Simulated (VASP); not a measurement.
# LiNb2O6 (R3) in VASP: single point with PBE+D3(BJ)

Aim: the single point of LiNb2O6 with PBE+D3(BJ).

Everything below comes from runs of VASP 6.6.1. Logs are shortened: lines on timing, memory, paths and dates and some standing lists are left out, and cuts for length are marked.

### 1 The cell of the first run

Symmetry: R3, No. 146, trigonal system. The conventional cell has a = 5.222 Å, b = 5.222 Å, c = 13.959 Å, α = 90.00°, β = 90.00°, γ = 120.00°. Li (site symmetry 3) has 6 O at 2.05 to 2.23 Å within 2.7 Å. Within 2.5 Å of Nb (site symmetry 3) lie 6 O at 1.91 to 2.07 Å. Nb (site symmetry 3) has 6 O at 1.90 to 2.08 Å within 2.5 Å. Within 2.5 Å of O (site symmetry 1) lie 2 Nb at 1.91 to 2.08 Å and 1 Li at 2.23 Å. Within 2.5 Å of O (site symmetry 1) lie 2 Nb at 1.90 to 2.07 Å and 1 Li at 2.05 Å.

### 2 Single point, PBE+D3(BJ) (atoms taken out, then relaxed in part)

Contents of INCAR:

```
SYSTEM = LiNb2O6
  ALGO = Normal
  EDIFF = 1E-7
  ENCUT = 520
  GGA = PE
  ISIF = 2
  ISMEAR = 0
  IVDW = 12
  LASPH = .True.
  LCHARG = .True.
  LELF = .True.
  LREAL = .False.
  LVHAR = .True.
  LWAVE = .False.
  NBANDS = 42
  NELM = 80
  PREC = Accurate
  SIGMA = 0.1
```

Contents of KPOINTS:

```
k-points
0
Gamma
  6 6 6
  0 0 0
```

Contents of POSCAR:

```
LiNb2O6
1.0
    2.6107659160      1.5073264044      4.6528577822
   -2.6107659160      1.5073264044      4.6528577822
    0.0000000000     -3.0146528088      4.6528577821
Li Nb O
1 2 6
Direct
    0.2802709386      0.2802709386      0.2802709386
   -0.0101700825     -0.0101700825     -0.0101700825
    0.4995591611      0.4995591611      0.4995591611
    0.1615659262      0.3102260311      0.7206955398
    0.7206955398      0.1615659262      0.3102260311
    0.3102260311      0.7206955398      0.1615659262
    0.2315898900      0.8627198718      0.6054005487
    0.8627198718      0.6054005487      0.2315898900
    0.6054005487      0.2315898900      0.8627198718
```

Potentials or basis: VASP PAW PBE potentials, release 64 (Li_sv, Nb_sv, O).

Launch:

```bash
> cat potpaw_PBE.64/Li_sv/POTCAR potpaw_PBE.64/Nb_sv/POTCAR potpaw_PBE.64/O/POTCAR > POTCAR
> mpirun -np 1 vasp_std > vasp.out
```

OUTCAR:

```text
SYSTEM = LiNb2O6
   EDIFF = 1E-7
   ENCUT = 520
   GGA = PE
   ISIF = 2
   ISMEAR = 0
   IVDW = 12
   LASPH = .True.
   LREAL = .False.
   NELM = 80
   PREC = Accurate
 IVDW          = 12

 ion  position               nearest neighbor table
   1  0.280  0.280  0.280-   9 2.05   8 2.05   7 2.05   4 2.23   5 2.23   6 2.23
   2  0.990  0.990  0.990-   5 1.91   6 1.91   4 1.91   7 2.07   9 2.07   8 2.07
   3  0.500  0.500  0.500-   9 1.90   7 1.90   8 1.90   6 2.08   5 2.08   4 2.08
   4  0.162  0.310  0.721-   2 1.91   3 2.08   1 2.23
   5  0.721  0.162  0.310-   2 1.91   3 2.08   1 2.23
   6  0.310  0.721  0.162-   2 1.91   3 2.08   1 2.23
   7  0.232  0.863  0.605-   3 1.90   1 2.05   2 2.07
   8  0.863  0.605  0.232-   3 1.90   1 2.05   2 2.07
   9  0.605  0.232  0.863-   3 1.90   1 2.05   2 2.07

  LATTYP: Found a trigonal (rhomboedric) cell.
 ALAT       =     5.5441155380
 COS(alpha) =     0.5564921413

  Lattice vectors:

 A1 = (   2.6107659160,   1.5073264044,   4.6528577822)
 A2 = (  -2.6107659160,   1.5073264044,   4.6528577822)
 A3 = (   0.0000000000,  -3.0146528088,   4.6528577821)

Analysis of symmetry for initial positions (statically):
=====================================================================
 Subroutine PRICEL returns:
 Original cell was already a primitive cell.

 Routine SETGRP: Setting up the symmetry group for a
 trigonal (rhombohedral) supercell.

 Subroutine GETGRP returns: Found  3 space group operations
 (whereof  3 operations were pure point group operations)
 out of a pool of 12 trial point group operations.

The static configuration has the point symmetry C_3 .

Analysis of symmetry for dynamics (positions and initial velocities):
=====================================================================
 Subroutine PRICEL returns:
 Original cell was already a primitive cell.

 Routine SETGRP: Setting up the symmetry group for a
 trigonal (rhombohedral) supercell.

 Subroutine GETGRP returns: Found  3 space group operations
 (whereof  3 operations were pure point group operations)
 out of a pool of 12 trial point group operations.

The dynamic configuration has the point symmetry C_3 .

 Subroutine INISYM returns: Found  3 space group operations
 (whereof  3 operations are pure point group operations),
 and found     1 'primitive' translations

----------------------------------------------------------------------------------------

                                     Primitive cell

  volume of cell :     109.8617

  direct lattice vectors                    reciprocal lattice vectors
     2.610765916  1.507326404  4.652857782     0.191514680  0.110571052  0.071640559
    -2.610765916  1.507326404  4.652857782    -0.191514680  0.110571052  0.071640559
     0.000000000 -3.014652809  4.652857782     0.000000000 -0.221142105  0.071640559

  length of vectors
     5.544115538  5.544115538  5.544115538     0.232456878  0.232456878  0.232456878

  position of ions in fractional coordinates (direct lattice)
     0.280270939  0.280270939  0.280270939
     0.989829918  0.989829918  0.989829918
     0.499559161  0.499559161  0.499559161
     0.161565926  0.310226031  0.720695540
     0.720695540  0.161565926  0.310226031
     0.310226031  0.720695540  0.161565926
     0.231589890  0.862719872  0.605400549
     0.862719872  0.605400549  0.231589890
     0.605400549  0.231589890  0.862719872

  ion indices of the primitive-cell ions
   primitive index   ion index
                 1           1
                 2           2
                 3           3
                 4           4
                 5           5
                 6           6
                 7           7
                 8           8
                 9           9

----------------------------------------------------------------------------------------

 KPOINTS: k-points

Automatic generation of k-mesh.
 Grid dimensions read from file:
 generate k-points for:    6    6    6

 Generating k-lattice:

  Cartesian coordinates                     Fractional coordinates (reciprocal lattice)
     0.031919113  0.018428509  0.011940093     0.166666667  0.000000000  0.000000000
    -0.031919113  0.018428509  0.011940093     0.000000000  0.166666667  0.000000000
     0.000000000 -0.036857017  0.011940093     0.000000000  0.000000000  0.166666667

  Length of vectors
     0.038742813  0.038742813  0.038742813

  Shift w.r.t. Gamma in fractional coordinates (k-lattice)
     0.000000000  0.000000000  0.000000000

 Subroutine IBZKPT returns following result:
 ===========================================

 Found     40 irreducible k-points:

 Following reciprocal coordinates:
            Coordinates               Weight
  0.000000  0.000000  0.000000      1.000000
  0.166667  0.000000  0.000000      6.000000
  0.333333  0.000000 -0.000000      6.000000
  0.500000  0.000000  0.000000      3.000000
  0.166667  0.166667  0.000000      6.000000
  0.333333  0.166667 -0.000000      6.000000
[... 16 lines left out ...]
  0.333333  0.333333  0.166667      6.000000
  0.500000  0.333333  0.166667      6.000000
 [... further k-points ...]
   k-points           NKPTS =     40   k-points in BZ     NKDIM =     40   number of bands    NBANDS=     42
   number of dos      NEDOS =    301   number of ions     NIONS =      9
   total plane-waves  NPLWV =  74088
   dimension x,y,z NGX =    42 NGY =   42 NGZ =   42
   dimension x,y,z NGXF=    84 NGYF=   84 NGZF=   84
   ions per type =               1   2   6
   NGX,Y,Z   is equivalent  to a cutoff of  12.59, 12.59, 12.59 a.u.
   NGXF,Y,Z  is equivalent  to a cutoff of  25.19, 25.19, 25.19 a.u.
 SYSTEM =  LiNb2O6
   PREC   = accura    normal or accurate (medium, high low for compatibility)
   ISTART =      0    job   : 0-new  1-cont  2-samecut
   ICHARG =      2    charge: 1-file 2-atom 10-const
   ISPIN  =      1    spin polarized calculation?
   LNONCOLLINEAR =      F non collinear calculations
   LSORBIT =      F    spin-orbit coupling
   LASPH  =      T    aspherical Exc in radial PAW
   ENCUT  =  520.0 eV  38.22 Ry    6.18 a.u.  10.31 10.31 10.31*2*pi/ulx,y,z
   NELM   =     80;   NELMIN=  2; NELMDL= -5     # of ELM steps
   EDIFF  = 0.1E-06   stopping-criterion for ELM
   LREAL  =      F    real-space projection
   EDIFFG = 0.1E-05   stopping-criterion for IOM
   NSW    =      0    number of steps for IOM
   IBRION =     -1    ionic relax: 0-MD 1-quasi-New 2-CG
   NFREE  =      0    steps in history (QN), initial steepest desc. (CG)
   ISIF   =      2    stress and relaxation
   ISYM   =      2    0-nonsym 1-usesym 2-fastsym
   POTIM  = 0.5000    time-step for ionic-motion
   TEBEG  =    0.0;   TEEND  =   0.0 temperature during run
   PSTRESS=    0.0 pullay stress
   NELECT =      65.0000    total number of electrons
   NUPDOWN=      -1.0000    fix difference up-down
   EMIN   =  10.00;   EMAX   =-10.00  energy-range for DOS
   EFERMI =   0.00;   METHOD = LEGACY
   ISMEAR =     0;   SIGMA  =   0.10  broadening in eV -4-tet -1-fermi 0-gaus
   EFERMI_NEDOS =   21; number of points for ismear=-14 and -15
   IALGO  =     38    algorithm
   IMIX   =      4    mixing-type and parameters
     AMIX     =   0.40;   BMIX     =  1.00
     AMIX_MAG =   1.60;   BMIX_MAG =  1.00
  volume/ion in A,a.u.               =      12.21        82.38
  Fermi-wavevector in a.u.,A,eV,Ry     =   1.374350  2.597144 25.699182  1.888837
  Thomas-Fermi vector in A             =   2.499784
   LORBIT       =      0    0 simple, 1 ext, 2 COOP (PROOUT), +10 PAW based schemes
   GGA     = PE    functional components
   LHFCALC =     F    Hartree Fock is set to
   AEXX    =    0.0000 exact exchange contribution
   IVDW    =    12    specifies the selected vdW correction
   LEPSILON=     F    determine dielectric tensor
   LRPA    =     F    only Hartree local field effects (RPA)
 non-spin polarized calculation
 Gauss-broadening in eV      SIGMA  =   0.10
  energy-cutoff  :      520.00
  volume of cell :      109.86
 maximum number of plane-waves:      2972
 NGX is ok and might be reduce to    42
   NGX = 21   NGY = 21   NGZ = 21

 number of electron      65.0000001 magnetization

 Free energy of the ion-electron system (eV)
  ---------------------------------------------------
  ext. energy  EPLUGINS =         0.00000000
  ---------------------------------------------------
  free energy    TOTEN  =       -73.22917558 eV

  energy without entropy =      -73.18360189  energy(sigma->0) =      -73.20638874

 E-fermi :   2.5185     XC(G=0): -10.1903

 val. band max:        2.5166306155   @ k =   0.5000  -0.0000  -0.3333
 cond. band min:       2.5206980550   @ k =  -0.3333   0.3333   0.3333
 fundamental gap:      0.0040674395
 Fermi energy:         2.5184603885

 k-point     1 :       0.0000    0.0000    0.0000
  band No.  band energies     occupation
      1     -51.8381      2.00000
      2     -51.8198      2.00000
      3     -40.1634      2.00000
      4     -28.1036      2.00000
      5     -28.1036      2.00000
      6     -28.0724      2.00000
[... 34 lines left out ...]
     41       9.8508      0.00000
     42       9.8508      0.00000

 k-point     2 :       0.1667    0.0000    0.0000
  band No.  band energies     occupation
      1     -51.8374      2.00000
      2     -51.8205      2.00000
      3     -40.1634      2.00000
      4     -28.0957      2.00000
      5     -28.0928      2.00000
      6     -28.0597      2.00000
[... 34 lines left out ...]
     41       9.9818      0.00000
     42      10.1702      0.00000

 k-point     3 :       0.3333    0.0000   -0.0000
  band No.  band energies     occupation
      1     -51.8358      2.00000
      2     -51.8221      2.00000
      3     -40.1635      2.00000
      4     -28.0706      2.00000
      5     -28.0657      2.00000
      6     -28.0270      2.00000
[... 897 lines left out ...]
      4     -28.0984      2.00000
      5     -28.0799      2.00000
      6     -28.0253      2.00000
[... 34 lines left out ...]
     41      10.2886      0.00000
     42      11.1386      0.00000

 k-point    24 :       0.5000    0.3333    0.1667
  band No.  band energies     occupation
      1     -51.8353      2.00000
      2     -51.8225      2.00000
      3     -40.1635      2.00000
      4     -28.1065      2.00000
      5     -28.0706      2.00000
      6     -28.0507      2.00000
[... 34 lines left out ...]
     41      10.5774      0.00000
     42      11.5245      0.00000

 [... further k-points ...]

------------------------ aborting loop because EDIFF is reached ----------------------------------------

 Edisp (eV)   -1.72261

 E8    (eV) :    -0.6744

  FORCE on cell =-STRESS in cart. coord.  units (eV):
  Direction    XX          YY          ZZ          XY          YZ          ZX
  --------------------------------------------------------------------------------------
  -------------------------------------------------------------------------------------
  Total      -0.21888    -0.21888    -0.25680     0.00000    -0.00000     0.00000
  in kB      -3.19203    -3.19203    -3.74510     0.00000    -0.00000     0.00000
  external pressure =       -3.38 kB  Pullay stress =        0.00 kB

 VOLUME and BASIS-vectors are now :
 -----------------------------------------------------------------------------
  energy-cutoff  :      520.00
  volume of cell :      109.86
      direct lattice vectors                 reciprocal lattice vectors
     2.610765916  1.507326404  4.652857782     0.191514680  0.110571052  0.071640559
    -2.610765916  1.507326404  4.652857782    -0.191514680  0.110571052  0.071640559
     0.000000000 -3.014652809  4.652857782     0.000000000 -0.221142105  0.071640559

 POSITION                                       TOTAL-FORCE (eV/Angst)
 -----------------------------------------------------------------------------------
      0.00000      0.00000      3.91218         0.000000     -0.000000      0.002212
      0.00000      0.00000     13.81661         0.000000     -0.000000      0.010901
      0.00000      0.00000      6.97313         0.000000     -0.000000     -0.035940
     -0.38812     -1.46150      5.54847         0.012508     -0.007555      0.007774
      1.45976      0.39463      5.54847         0.000289      0.014610      0.007774
     -1.07164      1.06687      5.54847        -0.012797     -0.007055      0.007774
     -1.64773     -0.17559      7.90851         0.017834     -0.021748     -0.000165
      0.67180      1.51477      7.90851        -0.027752     -0.004571     -0.000165
      0.97593     -1.33918      7.90851         0.009917      0.026319     -0.000165
 -----------------------------------------------------------------------------------
    total drift:                               -0.000000     -0.000000     -0.000051

  FREE ENERGIE OF THE ION-ELECTRON SYSTEM (eV)
  ---------------------------------------------------
  free  energy   TOTEN  =       -74.9517847548 eV

  energy  without entropy=      -74.9062110669  energy(sigma->0) =      -74.92899791
```

It took 7.5 min on 1 thread of Intel Xeon 8259CL, shared host; peak memory 0.35 GiB.

Results:

| Item | Value |
| --- | --- |
| Free energy | -74.9518 eV |
| Largest force | 0.036 eV/Å |
| Band gap on the k mesh | zero (an odd number of electrons rules out a gap without spin polarisation) |
| Dispersion energy per atom | -0.191 eV |

Forces on the atoms (eV/Å):
```
Li   0.000  0.000  0.002
Nb   0.000  0.000  0.011
Nb   0.000  0.000 -0.036
O    0.013 -0.008  0.008
O    0.000  0.015  0.008
O   -0.013 -0.007  0.008
O    0.018 -0.022  0.000
O   -0.028 -0.005  0.000
O    0.010  0.026  0.000
```

Levels at points of the mesh, in eV from the Fermi level:
| k point | band 30 | band 31 | band 32 | band 33 | band 34 | band 35 | band 36 | band 37 |
| --- | --- | --- | --- | --- | --- | --- | --- | --- |
| (0.00, 0.00, 0.00) | -0.60 | -0.10 | 0.11 | 0.11 | 3.29 | 3.29 | 3.38 | 5.13 |
| (0.50, 0.00, 0.00) | -0.44 | -0.32 | -0.22 | -0.06 | 3.85 | 4.04 | 4.45 | 4.54 |
| (0.50, 0.50, 0.00) | -0.87 | -0.63 | -0.49 | 0.07 | 3.27 | 4.20 | 4.56 | 4.68 |
| (0.50, 0.50, 0.50) | -0.52 | -0.15 | -0.15 | -0.08 | 4.27 | 4.27 | 4.34 | 4.68 |

Caveat: the cell differs from its parent crystal (atoms taken out, then relaxed in part); the cutoff is under 1.25 times the usual one of these potentials, so pressure, stress and relaxed cells hold a basis-set (Pulay) error; an odd number of electrons without spin polarisation forces a metal; a magnetic or distorted state may lie lower.
